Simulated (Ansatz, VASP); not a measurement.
AlGa3N4 in VASP and in Ansatz

```
Al Ga N
1.0
     4.35371    0.00000    0.00000
     0.00000    4.35371    0.00000
     0.00000    0.00000    4.68861
Al Ga N
1 3 4
Direct
  0.00000 0.00000 0.00000
  0.50000 0.50000 0.00000
  0.50000 0.00000 0.50000
  0.00000 0.50000 0.50000
  0.75535 0.75535 0.24465
  0.75535 0.24465 0.75535
  0.24465 0.75535 0.75535
  0.24465 0.24465 0.24465
```

Change from the starting cell: strain -0.025 along x and y, +0.050 along z, atoms carried along.

Alike in both runs: task single point; functional r2SCAN; k mesh 6 × 6 × 6; occupations gaussian, width 0.05 eV; no spin polarisation.

|  | VASP | Ansatz |
| --- | --- | --- |
| version | VASP 6.6.1 | Ansatz 0.2.0 |
| potentials or method | VASP PAW PBE potentials, release 64 (Al, Ga_d, N_h), cutoff 910 eV | scalar-relativistic, plane waves, PAW |
| valence electrons in the cell | 62 | 62 |

Ansatz gave:

| Quantity | Value |
| --- | --- |
| gap on the k mesh at the Fermi level (eV) | 2.68 |
| least direct gap on the mesh (eV) | 2.68 |
| rms of the force components (eV/Å) | 0.028 |

Q: Estimate VASP's values.

A: gap on the k mesh at the Fermi level (eV): 2.68; least direct gap on the mesh (eV): 2.68; rms of the force components (eV/Å): 0.043.

VASP's potentials were made for PBE, not for r2SCAN. Atom by atom the forces differ by 0.033 eV/Å (rms over components). The functional is the same, so the differences come from potentials, cutoffs and numerics.

Noted on VASP's run: the cutoff is under 1.25 times that of the potentials, so the pressure is a little rough.
